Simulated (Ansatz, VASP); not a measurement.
One calculation of GaGe, two programs

The input INCAR:

```
SYSTEM = GaGe
PREC     = Accurate       ! precision mode
ENCUT    = 520            ! plane-wave cutoff, eV
EDIFF    = 1E-6           ! SCF threshold, eV
ISMEAR   = 0              ! smearing method
SIGMA    = 0.1            ! smearing width, eV
LREAL    = .FALSE.        ! projectors in reciprocal space
LASPH    = .TRUE.         ! aspherical terms in the spheres
NELM     = 100            ! most SCF steps
ALGO     = Normal         ! electronic algorithm
ISIF     = 2              ! what is computed and relaxed
LWAVE    = .FALSE.        ! write WAVECAR
LCHARG   = .TRUE.         ! write CHGCAR
GGA      = PS             ! functional
LELF     = .TRUE.         ! ELF
LVHAR    = .TRUE.       
NBANDS   = 20             ! bands
```

File KPOINTS:

```
regular mesh
0
G
  12 12 12
  0 0 0
```

The input POSCAR:

```
GaGe
1.0
    0.0000000000      2.9368200018      2.9368200018
    2.9368200018      0.0000000000      2.9368200018
    2.9368200018      2.9368200018      0.0000000000
Ga Ge
1 1
Direct
    0.7500000000      0.7500000000      0.7500000000
    0.0000000000      0.0000000000      0.0000000000
```

Input for Ansatz:

```yaml
crystal:
  lattice:
    - [0.0, 2.9368200018, 2.9368200018]
    - [2.9368200018, 0.0, 2.9368200018]
    - [2.9368200018, 2.9368200018, 0.0]
  atoms:
    - { symbol: Ga, position: [0.75, 0.75, 0.75] }
    - { symbol: Ge, position: [0.0, 0.0, 0.0] }
basis:
  ecutwfc: 420
kpoints:
  mp_grid: { grid: [12, 12, 12] }
hamiltonian:
  xc: pbesol
scf:
  occupations: { method: gaussian, width: 0.1 }
output:
  forces: true
  stress: true
  eigenvalues: true
```

Alike in both runs: task single point; functional PBEsol; k mesh 12 × 12 × 12; occupations gaussian, width 0.1 eV; no spin polarisation.

|  | VASP | Ansatz |
| --- | --- | --- |
| version | VASP 6.6.1 | Ansatz 0.2.0 |
| potentials or method | VASP PAW PBE potentials, release 64 (Ga_d, Ge_d), cutoff 520 eV | scalar-relativistic, plane waves, PAW |
| valence electrons in the cell | 27 | 27 |

|  | VASP | Ansatz | Ansatz less VASP |
| --- | --- | --- | --- |
| gap on the k mesh at the Fermi level (eV) | none | none | - |
| pressure (GPa) | -4.2 | -4.2 | +0.01 |

VASP's potentials were made for PBE, not for PBEsol. A gap of «none» marks a metal or a gap that the smearing closes.
